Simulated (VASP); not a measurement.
# Hg (Im-3m) in VASP: notebook

Hg is run at these levels: PBEsol; tasks: single point, relaxation of cell and atoms.

Everything below comes from runs of VASP 6.6.1. Logs are shortened: lines on timing, memory, paths and dates and some standing lists are left out, and cuts for length are marked.

## 1. The cell of the first run

The structure is cubic, space group Im-3m (No. 229). Conventional cell: a = 3.629 Å, b = 3.629 Å, c = 3.629 Å, α = 90.00°, β = 90.00°, γ = 90.00°. Hg (site symmetry m-3m) has 14 Hg at 3.14 to 3.63 Å within 4.1 Å.

## 2. Single point, PBEsol

INCAR reads:

```
SYSTEM = Hg
PREC     = Accurate       ! precision mode
ENCUT    = 520            ! plane-wave cutoff, eV
EDIFF    = 1E-6           ! SCF threshold, eV
ISMEAR   = -1             ! smearing method
SIGMA    = 0.08           ! smearing width, eV
LREAL    = .False.        ! projectors in reciprocal space
LASPH    = .True.         ! aspherical terms in the spheres
NELM     = 60             ! most SCF steps
ALGO     = Normal         ! electronic algorithm
ISIF     = 2              ! what is computed and relaxed
LWAVE    = .False.        ! write WAVECAR
LCHARG   = .False.        ! write CHGCAR
GGA      = PS             ! functional
NBANDS   = 12             ! bands
```

KPOINTS reads:

```
regular mesh
0
Gamma
  15 15 15
  0 0 0
```

POSCAR reads:

```
Hg
1.0
   -1.8143908132      1.8143908132      1.8143908132
    1.8143908132     -1.8143908132      1.8143908132
    1.8143908132      1.8143908132     -1.8143908132
Hg
1
Direct
    0.0000000000      0.0000000000      0.0000000000
```

Potentials or basis: VASP PAW PBE potentials, release 64 (Hg).

The run is started by

```sh
cat potpaw_PBE.64/Hg/POTCAR > POTCAR
mpirun -np 1 vasp_std > vasp.out
```

OUTCAR:

```text
SYSTEM = Hg
   PREC = Accurate
   ENCUT = 520
   EDIFF = 1E-6
   ISMEAR = -1
   LREAL = .False.
   LASPH = .True.
   NELM = 60
   ISIF = 2
   GGA = PS

 ion  position               nearest neighbor table
   1  0.000  0.000  0.000-

  LATTYP: Found a body centered cubic cell.
 ALAT       =     3.6287816264

  Lattice vectors:

 A1 = (  -1.8143908132,   1.8143908132,   1.8143908132)
 A2 = (   1.8143908132,  -1.8143908132,   1.8143908132)
 A3 = (   1.8143908132,   1.8143908132,  -1.8143908132)

Analysis of symmetry for initial positions (statically):
=====================================================================
 Subroutine PRICEL returns:
 Original cell was already a primitive cell.

 Routine SETGRP: Setting up the symmetry group for a
 body centered cubic supercell.

 Subroutine GETGRP returns: Found 48 space group operations
 (whereof 48 operations were pure point group operations)
 out of a pool of 48 trial point group operations.

The static configuration has the point symmetry O_h .

Analysis of symmetry for dynamics (positions and initial velocities):
=====================================================================
 Subroutine PRICEL returns:
 Original cell was already a primitive cell.

 Routine SETGRP: Setting up the symmetry group for a
 body centered cubic supercell.

 Subroutine GETGRP returns: Found 48 space group operations
 (whereof 48 operations were pure point group operations)
 out of a pool of 48 trial point group operations.

The dynamic configuration has the point symmetry O_h .

 Subroutine INISYM returns: Found 48 space group operations
 (whereof 48 operations are pure point group operations),
 and found     1 'primitive' translations

----------------------------------------------------------------------------------------

                                     Primitive cell

  volume of cell :      23.8920

  direct lattice vectors                    reciprocal lattice vectors
    -1.814390813  1.814390813  1.814390813     0.000000000  0.275574588  0.275574588
     1.814390813 -1.814390813  1.814390813     0.275574588  0.000000000  0.275574588
     1.814390813  1.814390813 -1.814390813     0.275574588  0.275574588  0.000000000

  length of vectors
     3.142617073  3.142617073  3.142617073     0.389721319  0.389721319  0.389721319

  position of ions in fractional coordinates (direct lattice)
     0.000000000  0.000000000  0.000000000

  ion indices of the primitive-cell ions
   primitive index   ion index
                 1           1

----------------------------------------------------------------------------------------

 KPOINTS: regular mesh

Automatic generation of k-mesh.
 Grid dimensions read from file:
 generate k-points for:   15   15   15

 Generating k-lattice:

  Cartesian coordinates                     Fractional coordinates (reciprocal lattice)
     0.000000000  0.018371639  0.018371639     0.066666667  0.000000000  0.000000000
     0.018371639  0.000000000  0.018371639     0.000000000  0.066666667  0.000000000
     0.018371639  0.018371639  0.000000000     0.000000000  0.000000000  0.066666667

  Length of vectors
     0.025981421  0.025981421  0.025981421

  Shift w.r.t. Gamma in fractional coordinates (k-lattice)
     0.000000000  0.000000000  0.000000000

 Subroutine IBZKPT returns following result:
 ===========================================

 Found    120 irreducible k-points:

 Following reciprocal coordinates:
            Coordinates               Weight
  0.000000  0.000000  0.000000      1.000000
  0.066667  0.000000  0.000000     12.000000
  0.133333  0.000000  0.000000     12.000000
  0.200000  0.000000  0.000000     12.000000
  0.266667  0.000000  0.000000     12.000000
  0.333333  0.000000  0.000000     12.000000
[... 16 lines left out ...]
  0.333333  0.200000  0.000000     48.000000
  0.400000  0.200000  0.000000     24.000000
 [... further k-points ...]
   k-points           NKPTS =    120   k-points in BZ     NKDIM =    120   number of bands    NBANDS=     12
   number of dos      NEDOS =    301   number of ions     NIONS =      1
   total plane-waves  NPLWV =  13824
   dimension x,y,z NGX =    24 NGY =   24 NGZ =   24
   dimension x,y,z NGXF=    48 NGYF=   48 NGZF=   48
   ions per type =               1
   NGX,Y,Z   is equivalent  to a cutoff of  12.70, 12.70, 12.70 a.u.
   NGXF,Y,Z  is equivalent  to a cutoff of  25.39, 25.39, 25.39 a.u.
 SYSTEM =  Hg
   PREC   = accura    normal or accurate (medium, high low for compatibility)
   ISTART =      0    job   : 0-new  1-cont  2-samecut
   ICHARG =      2    charge: 1-file 2-atom 10-const
   ISPIN  =      1    spin polarized calculation?
   LNONCOLLINEAR =      F non collinear calculations
   LSORBIT =      F    spin-orbit coupling
   LASPH  =      T    aspherical Exc in radial PAW
   ENCUT  =  520.0 eV  38.22 Ry    6.18 a.u.   5.84  5.84  5.84*2*pi/ulx,y,z
   NELM   =     60;   NELMIN=  2; NELMDL= -5     # of ELM steps
   EDIFF  = 0.1E-05   stopping-criterion for ELM
   LREAL  =      F    real-space projection
   EDIFFG = 0.1E-04   stopping-criterion for IOM
   NSW    =      0    number of steps for IOM
   IBRION =     -1    ionic relax: 0-MD 1-quasi-New 2-CG
   NFREE  =      0    steps in history (QN), initial steepest desc. (CG)
   ISIF   =      2    stress and relaxation
   ISYM   =      2    0-nonsym 1-usesym 2-fastsym
   POTIM  = 0.5000    time-step for ionic-motion
   TEBEG  =    0.0;   TEEND  =   0.0 temperature during run
   PSTRESS=    0.0 pullay stress
   NELECT =      12.0000    total number of electrons
   NUPDOWN=      -1.0000    fix difference up-down
   EMIN   =  10.00;   EMAX   =-10.00  energy-range for DOS
   EFERMI =   0.00;   METHOD = LEGACY
   ISMEAR =    -1;   SIGMA  =   0.08  broadening in eV -4-tet -1-fermi 0-gaus
   EFERMI_NEDOS =   21; number of points for ismear=-14 and -15
   IALGO  =     38    algorithm
   IMIX   =      4    mixing-type and parameters
     AMIX     =   0.40;   BMIX     =  1.00
     AMIX_MAG =   1.60;   BMIX_MAG =  1.00
  volume/ion in A,a.u.               =      23.89       161.23
  Fermi-wavevector in a.u.,A,eV,Ry     =   1.301321  2.459140 23.040597  1.693436
  Thomas-Fermi vector in A             =   2.432462
   LORBIT       =      0    0 simple, 1 ext, 2 COOP (PROOUT), +10 PAW based schemes
   GGA     = PS    functional components
   LHFCALC =     F    Hartree Fock is set to
   AEXX    =    0.0000 exact exchange contribution
   IVDW    =     0    specifies the selected vdW correction
   LEPSILON=     F    determine dielectric tensor
   LRPA    =     F    only Hartree local field effects (RPA)
 non-spin polarized calculation
  energy-cutoff  :      520.00
  volume of cell :       23.89
 maximum number of plane-waves:       664
   NGX = 11   NGY = 11   NGZ = 11

 number of electron      11.9999997 magnetization

 Free energy of the ion-electron system (eV)
  ---------------------------------------------------
  ext. energy  EPLUGINS =         0.00000000
  ---------------------------------------------------
  free energy    TOTEN  =        -0.55455897 eV

  energy without entropy =       -0.54753659  energy(sigma->0) =       -0.55104778

 E-fermi :   2.3787     XC(G=0): -10.9841

 val. band max:        2.3675797149   @ k =  -0.4667  -0.4667   0.1333
 cond. band min:       2.4281034021   @ k =  -0.4000   0.4667   0.3333
 fundamental gap:      0.0605236872
 Fermi energy:         2.3786855869

 k-point     1 :       0.0000    0.0000    0.0000
  band No.  band energies     occupation
      1      -6.5344      2.00000
      2      -4.5792      2.00000
      3      -4.5792      2.00000
      4      -4.5792      2.00000
      5      -3.6940      2.00000
      6      -3.6940      2.00000
      7      17.5443      0.00000
      8      17.5443      0.00000
      9      17.5443      0.00000
     10      18.5832      0.00000
     11      18.5832      0.00000
     12      18.5832      0.00000

 k-point     2 :       0.0667    0.0000    0.0000
  band No.  band energies     occupation
      1      -6.4152      2.00000
      2      -4.5997      2.00000
      3      -4.5708      2.00000
      4      -4.5226      2.00000
      5      -3.7162      2.00000
      6      -3.6930      2.00000
      7      16.7302      0.00000
      8      17.3559      0.00000
      9      17.5662      0.00000
     10      17.8317      0.00000
     11      18.0653      0.00000
     12      18.2660      0.00000

 k-point     3 :       0.1333    0.0000    0.0000
  band No.  band energies     occupation
      1      -6.0768      2.00000
      2      -4.6572      2.00000
      3      -4.5349      2.00000
      4      -4.3588      2.00000
      5      -3.7678      2.00000
      6      -3.6896      2.00000
      7      14.2697      0.00000
      8      16.3709      0.00000
      9      16.8974      0.00000
     10      17.4788      0.00000
     11      17.6241      0.00000
     12      18.5029      0.00000

 k-point     4 :       0.2000    0.0000    0.0000
  band No.  band energies     occupation
      1      -5.6232      2.00000
      2      -4.7407      2.00000
      3      -4.3868      2.00000
      4      -4.1067      2.00000
      5      -3.8138      2.00000
      6      -3.6834      2.00000
      7      11.5877      0.00000
      8      15.2192      0.00000
      9      15.5502      0.00000
     10      17.2512      0.00000
     11      17.6996      0.00000
     12      19.2136      0.00000

 k-point     5 :       0.2667    0.0000    0.0000
  band No.  band energies     occupation
      1      -5.3427      2.00000
      2      -4.8348      2.00000
      3      -3.8465      2.00000
      4      -3.8274      2.00000
      5      -3.7994      2.00000
      6      -3.6743      2.00000
      7       8.9745      0.00000
      8      14.2040      0.00000
      9      14.2580      0.00000
     10      17.1147      0.00000
     11      17.7739      0.00000
     12      20.2175      0.00000
[... 228 lines left out ...]
      1      -5.0730      2.00000
      2      -4.6821      2.00000
      3      -4.2988      2.00000
      4      -3.8632      2.00000
      5      -3.6127      2.00000
      6      -2.2197      2.00000
      7       7.4455      0.00000
      8       9.6786      0.00000
      9      13.2732      0.00000
     10      18.2351      0.00000
     11      19.5440      0.00000
     12      22.0977      0.00000

 k-point    22 :       0.2667    0.2000    0.0000
  band No.  band energies     occupation
      1      -5.0977      2.00000
      2      -4.7316      2.00000
      3      -4.0980      2.00000
      4      -3.8165      2.00000
      5      -3.5570      2.00000
      6      -1.0801      2.00000
      7       5.6571      0.00000
      8       8.5383      0.00000
      9      12.7586      0.00000
     10      18.3757      0.00000
     11      20.0017      0.00000
     12      22.5983      0.00000

 k-point    23 :       0.3333    0.2000    0.0000
  band No.  band energies     occupation
      1      -5.1336      2.00000
      2      -4.7801      2.00000
      3      -3.9891      2.00000
      4      -3.7662      2.00000
      5      -3.4651      2.00000
      6       0.2664      2.00000
      7       3.8239      0.00000
      8       7.9094      0.00000
      9      12.4319      0.00000
     10      18.4220      0.00000
     11      20.6697      0.00000
     12      22.3552      0.00000

 k-point    24 :       0.4000    0.2000    0.0000
  band No.  band energies     occupation
      1      -5.1491      2.00000
      2      -4.7971      2.00000
      3      -3.9609      2.00000
      4      -3.7519      2.00000
      5      -3.4131      2.00000
      6       1.3991      1.99999
      7       2.5166      0.30277
      8       7.7036      0.00000
      9      12.3201      0.00000
     10      18.4334      0.00000
     11      21.1399      0.00000
     12      22.0630      0.00000

 [... further k-points ...]

------------------------ aborting loop because EDIFF is reached ----------------------------------------

  FORCE on cell =-STRESS in cart. coord.  units (eV):
  Direction    XX          YY          ZZ          XY          YZ          ZX
  --------------------------------------------------------------------------------------
  -------------------------------------------------------------------------------------
  Total        0.0424442      0.0424442      0.0424442     -0.0000000     -0.0000000      0.0000000
  in kB        2.8462753      2.8462753      2.8462753     -0.0000000     -0.0000000      0.0000000
  external PRESSURE =       2.8462753 kB  Pullay stress =       0.0000000 kB

 VOLUME and BASIS-vectors are now :
 -----------------------------------------------------------------------------
  energy-cutoff  :      520.00
  volume of cell :       23.89
      direct lattice vectors                 reciprocal lattice vectors
    -1.814390813  1.814390813  1.814390813     0.000000000  0.275574588  0.275574588
     1.814390813 -1.814390813  1.814390813     0.275574588  0.000000000  0.275574588
     1.814390813  1.814390813 -1.814390813     0.275574588  0.275574588  0.000000000

 POSITION                                       TOTAL-FORCE (eV/Angst)
 -----------------------------------------------------------------------------------
      0.00000      0.00000      0.00000         0.000000      0.000000      0.000000
 -----------------------------------------------------------------------------------
    total drift:                               -0.000000      0.000000      0.000000

  FREE ENERGIE OF THE ION-ELECTRON SYSTEM (eV)
  ---------------------------------------------------
  free  energy   TOTEN  =        -0.5545589669 eV

  energy  without entropy=       -0.5475365924  energy(sigma->0) =       -0.55104778
```

Wall time 23 s (1 thread of Intel Xeon 8259CL, shared host); peak memory 0.16 GiB.

Results:

```yaml
Free_energy: -0.5546 eV
Pressure: 0.3 GPa
Band_gap_on_the_k_mesh: zero (bands 6 and 7 overlap by 3.49 eV)
```

Caveat: the PAW data sets were made with another functional, which shifts forces and pressure a little; spin-orbit coupling is left out, which moves the levels of the heavy elements.

## 3. Single point, PBEsol

INCAR reads:

```
PREC     = Accurate       # precision mode
ENCUT    = 520            # plane-wave cutoff, eV
EDIFF    = 1E-6           # SCF threshold, eV
ISMEAR   = -1             # smearing method
SIGMA    = 0.08           # smearing width, eV
LREAL    = False          # projectors in reciprocal space
LASPH    = True           # aspherical terms in the spheres
NELM     = 60             # most SCF steps
ALGO     = Normal         # electronic algorithm
ISIF     = 2              # what is computed and relaxed
LWAVE    = False          # write WAVECAR
LCHARG   = False          # write CHGCAR
GGA      = PS             # functional
NBANDS   = 12             # bands
```

KPOINTS reads:

```
regular mesh
0
Gamma
  15 15 15
```

POSCAR is that of step 2.

Potentials or basis: VASP PAW PBE potentials, release 64 (Hg).

The run is started by

```sh
cat potpaw_PBE.64/Hg/POTCAR > POTCAR
mpirun -np 1 vasp_std > vasp.out
```

Run time: 27 s. Hardware: 1 thread of Intel Xeon 8259CL, shared host; peak memory 0.16 GiB.

It converged, with:

```
Free energy            : -0.5546 eV
Pressure               : 0.3 GPa
Band gap on the k mesh : zero (bands 6 and 7 overlap by 3.49 eV)
```

Levels at points of the mesh, in eV from the Fermi level:
| k point | band 4 | band 5 | band 6 | band 7 | band 8 | band 9 |
| --- | --- | --- | --- | --- | --- | --- |
| (0.00, 0.00, 0.00) | -6.96 | -6.07 | -6.07 | 15.17 | 15.17 | 15.17 |

Caveat: the PAW data sets were made with another functional, which shifts forces and pressure a little; spin-orbit coupling is left out, which moves the levels of the heavy elements.

## 4. Single point, PBEsol

INCAR reads:

```
  PREC = Accurate
  ENCUT = 520
  EDIFF = 1E-6
  ISMEAR = -5
  SIGMA = 0.1
  LREAL = F
  LASPH = T
  NELM = 60
  ALGO = Normal
  ISIF = 2
  LWAVE = F
  LCHARG = F
  GGA = PS
  NBANDS = 12
```

KPOINTS is that of step 3.

POSCAR is that of step 3.

The run is started by

```sh
cat potpaw_PBE.64/Hg/POTCAR > POTCAR
mpirun -np 1 vasp_std > vasp.out
```

Run time: 32 s. Hardware: 1 thread of Intel Xeon 8259CL, shared host; peak memory 0.17 GiB.

It converged, with:

| Quantity | Value |
| --- | --- |
| Free energy | -0.5563 eV |
| Pressure | 0.7 GPa |
| Band gap on the k mesh | zero (bands 6 and 7 overlap by 3.50 eV) |

Levels at points of the mesh, in eV from the Fermi level:
```
           k point  band 3  band 4  band 5  band 6  band 7  band 8  band 9  band 10
(0.00, 0.00, 0.00)   -7.02   -7.02   -6.14   -6.14   15.09   15.09   15.09    16.13
```

Caveat: the PAW data sets were made with another functional, which shifts forces and pressure a little; spin-orbit coupling is left out, which moves the levels of the heavy elements; tetrahedron occupations give inexact forces and stress in metals.

(Continued in part 2 of 2.)
